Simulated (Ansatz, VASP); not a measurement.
## Li2ZrO2 in VASP and in Ansatz

```
Li Zr O
1.0
     4.34792    0.00000    0.00000
    -2.17396    3.76541    0.00000
     0.00000    0.00000    3.82396
Li Zr O
2 1 2
Direct
  0.33333 0.66667 0.81315
  0.66667 0.33333 0.81315
  0.00000 0.00000 0.34287
  0.33333 0.66667 0.22780
  0.66667 0.33333 0.22780
```

Alike in both runs: task relaxation of cell and atoms; functional PBE; k mesh 6 × 6 × 4; occupations gaussian, width 0.1 eV; no spin polarisation.

```csv
,VASP,Ansatz
version,VASP 6.6.1,Ansatz 0.2.0
potentials or method,"VASP PAW PBE potentials, release 64 (Li_sv, Zr_sv, O), cutoff 600 eV","scalar-relativistic, plane waves, PAW"
valence electrons in the cell,30,30
```

```tsv
	VASP	Ansatz	Ansatz less VASP
gap on the k mesh at the Fermi level, each at its own relaxed structure (eV)	none	none	-
relaxed volume (Å³/atom)	10.78	10.81	+0.038
relaxed cell length with the largest relative difference (Å)	3.740	3.746	+0.0064
```

A gap of «none» marks a metal or a gap that the smearing closes.

The k mesh is coarse, so the values compare programs but aren't converged. Noted on VASP's run: the cutoff is short for stress, so the pressure is rough.
